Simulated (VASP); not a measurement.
**BeAl15HN16 (a cell with a defect): electric field gradients with HSE06**

System: BeAl15HN16 (a cell with a defect).

```xyz
33
Lattice="6.2595 0.0000 0.0000 -3.1298 5.4209 0.0000 0.0000 0.0000 10.0348" Properties=species:S:1:pos:R:3 pbc="T T T"
Al    1.5514    0.9087    2.4191
Al    1.5336    0.9176    7.4885
Al   -0.0186    1.8168   10.0146
Al    0.0002    3.5761    2.5391
Al   -1.5970    4.4290    5.0696
Al   -0.0026    3.6071    7.5058
Al   -1.5678    4.5154   10.0136
Al    4.7196    0.9128    2.5355
Al    3.1798    1.8694    5.0637
Al    4.6986    0.9089    7.5047
Al    3.1260    1.8068   10.0156
Al    3.1333    3.6074    2.4934
Al    1.5603    4.5076    5.0262
Al    3.1130    3.6247    7.5517
Al    1.5436    4.5271   10.0456
Be   -0.2587    1.9368    5.1553
N     1.7947    0.7666    4.3211
N     0.0101    1.7984    1.8922
N     1.5384    0.9194    9.4262
N    -0.0040    1.8130    6.8570
N    -0.0222    3.5282    4.4712
N    -1.5424    4.4967    1.9001
N    -0.0165    3.6262    9.4228
N    -1.5709    4.5121    6.9495
N     4.7546    0.9601    4.4720
N     3.1581    1.7970    1.8967
N     4.6771    0.9151    9.4230
N     3.1316    1.8177    6.9491
N     3.1091    3.6220    4.4079
N     1.5671    4.5133    1.9390
N     3.1010    3.6305    9.4573
N     1.5725    4.5188    6.9354
H     2.6637    0.2545    4.0180
```

```
Program                            : VASP 6.6.1
Task                               : electric field gradients
Functional                         : HSE06
Potentials or basis                : VASP PAW PBE potentials, release 64 (Al, Be, N, H)
Cutoff                             : 520 eV
k mesh                             : 1 × 1 × 1, shifted
Occupations                        : fermi-dirac, width 0.01 eV
Spin                               : collinear spin
Fixed moment                       : 1 μB
Dipole correction                  : no
Grid for exact exchange (PRECFOCK) : Fast
Charge                             : 1
Further INCAR settings             : LREAL = Auto; ALGO = Normal; EDIFF = 1e-08; NBANDS = 90; ISYM = -1; NELECT = 127.0
Share of exact exchange            : 0.25
Screening parameter                : 0.2079 1/Å
```

- Largest force: 0.400 eV/Å
- Net moment: 1.00 μB per cell
- Site moments: Al -0.00; Be +0.00; N +0.02, +0.04, +0.06, +0.07, +0.03, +0.10, +0.05 (each value once); H +0.00 μB
- Largest electric field gradient by atom: Al -21.5, -13.2, -10.4, -9.1, +14.8, -9.4, +12.3, -12.3, -12.2, +11.3, -9.8, -10.7 (each value once); Be +14.8; N +49.7, +13.0, -14.9, +14.5, -17.5, +14.7, +13.5, +14.0, -22.5, -12.4, +15.7, +13.8, -8.6, +13.4, -13.3, +13.6; H +28.1 V/Å²
- Valence electrons inside the program's atomic spheres: Al 0.87, 0.85, 0.88, 0.86 (each value once); Be 1.08; N 3.87, 3.85, 3.82, 3.81, 3.79, 3.84, 3.83, 3.86 (each value once); H 0.71

Forces in eV/Å, atoms in the order of the input:
```
Al   0.023 -0.012  0.032
Al   0.021 -0.035 -0.015
Al  -0.020  0.018  0.000
Al   0.004 -0.013 -0.063
Al   0.003  0.047  0.017
Al  -0.031  0.035  0.056
Al   0.017 -0.043 -0.019
Al   0.001 -0.010 -0.114
Al  -0.063 -0.008 -0.009
Al  -0.036 -0.009  0.044
Al   0.030  0.008 -0.003
Al  -0.022  0.007  0.013
Al   0.064 -0.081  0.033
Al   0.023  0.008  0.017
Al  -0.001 -0.014  0.004
Be   0.002  0.002 -0.049
N    0.332 -0.192 -0.112
N    0.012 -0.012  0.034
N   -0.007  0.016  0.021
N   -0.019  0.016  0.144
N   -0.028  0.151 -0.013
N   -0.001  0.020  0.022
N   -0.002 -0.009 -0.025
N    0.000 -0.023 -0.076
N   -0.120 -0.024  0.036
N   -0.003 -0.005  0.027
N    0.007  0.015 -0.019
N    0.025 -0.003 -0.055
N    0.037 -0.018  0.025
N    0.009  0.006  0.022
N   -0.002  0.001 -0.008
N   -0.002  0.017 -0.042
H   -0.255  0.144  0.074
```

Electric field gradients, principal values (V/Å²):
```
 atom    least   middle  greatest (by size)
 1 Al    6.420   15.107             -21.527
 2 Al    4.381    8.796             -13.177
 3 Al    4.114    6.265             -10.379
 4 Al    3.700    5.448              -9.147
 5 Al   -0.701  -14.117              14.817
 6 Al    2.650    7.726             -10.376
 7 Al    5.606    7.640             -13.247
 8 Al    2.290    7.111              -9.401
 9 Al   -0.543  -11.745              12.288
10 Al    4.842    5.555             -10.397
11 Al    3.974    8.305             -12.279
12 Al    5.026    7.187             -12.213
13 Al   -0.227  -11.039              11.266
14 Al    1.933    7.908              -9.841
15 Al    4.006    6.657             -10.663
16 Be   -6.140   -8.654              14.793
 17 N  -17.202  -32.487              49.689
 18 N   -0.907  -12.083              12.990
 19 N    1.007   13.850             -14.857
 20 N   -1.968  -12.524              14.492
 21 N    1.773   15.693             -17.466
 22 N   -0.879  -13.850              14.729
 23 N   -2.139  -11.336              13.476
 24 N   -4.042   -9.925              13.968
 25 N    2.951   19.507             -22.458
 26 N    2.215   10.136             -12.351
 27 N   -2.714  -13.029              15.744
 28 N   -1.674  -12.149              13.823
 29 N    0.745    7.826              -8.571
 30 N   -0.236  -13.184              13.420
 31 N    2.166   11.114             -13.280
 32 N   -0.719  -12.888              13.607
 33 H  -13.849  -14.261              28.110
```

Run time: 7.4 min on 1 thread of AMD EPYC 9R45 96-Core Processor (Zen 5), on a shared host, peak memory 0.75 GiB.

Caveat: the cell carries a net charge on a neutralising background, which shifts energy and pressure; without QUAD_EFG the Cq values of the log hold for a quadrupole moment of 1 mb, not for the nuclei; the PAW data sets were made with another functional, which shifts forces and pressure a little; the total moment is fixed, so each spin has its own Fermi level and the state may be an excited one.
